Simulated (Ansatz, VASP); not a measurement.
## MgO: VASP beside Ansatz

Contents of INCAR:

```
  PREC = Accurate
  ENCUT = 520
  EDIFF = 1E-6
  ISMEAR = -1
  SIGMA = 0.05
  LREAL = False
  LASPH = True
  NELM = 80
  ALGO = Normal
  ISIF = 2
  LWAVE = False
  LCHARG = False
  GGA = PE
  NBANDS = 11
```

File KPOINTS:

```
Automatic mesh
0
Gamma
  11 11 11
```

File POSCAR:

```
MgO
1.0
    0.0000000000      2.0541934342      2.0541934342
    2.0541934342      0.0000000000      2.0541934342
    2.0541934342      2.0541934342      0.0000000000
Mg O
1 1
Direct
    0.0000000000      0.0000000000      0.0000000000
    0.5000000000      0.5000000000      0.5000000000
```

input.yaml

```yaml
crystal:
  lattice:
    - [0.0, 2.0541934342, 2.0541934342]
    - [2.0541934342, 0.0, 2.0541934342]
    - [2.0541934342, 2.0541934342, 0.0]
  atoms:
    - { symbol: Mg, position: [0.0, 0.0, 0.0] }
    - { symbol: O, position: [0.5, 0.5, 0.5] }
kpoints:
  mp_grid: { grid: [11, 11, 11] }
scf:
  occupations: { method: fermi_dirac, width: 0.05 }
hamiltonian:
  xc: pbe
  pseudopotentials: { kind: all_electron, lapw: { basis_error: 0.0005 } }
output:
  forces: true
  stress: true
  eigenvalues: true
```

Change from the starting cell: volume scaled by 0.94.

Alike in both runs: task single point; functional PBE; k mesh 11 × 11 × 11; occupations fermi-dirac, width 0.05 eV; no spin polarisation.

|  | VASP | Ansatz |
| --- | --- | --- |
| version | VASP 6.6.1 | Ansatz 0.2.0 |
| potentials or method | VASP PAW PBE potentials, release 64 (Mg, O), cutoff 520 eV | all-electron LAPW, scalar-relativistic |

```csv
,VASP,Ansatz,Ansatz less VASP
gap on the k mesh at the Fermi level (eV),5.49,5.50,+0.009
least direct gap on the mesh (eV),5.49,5.50,+0.009
pressure (GPa),18.6,19.3,+0.72
```

Ansatz ran all-electron here, and VASP with PAW potentials.
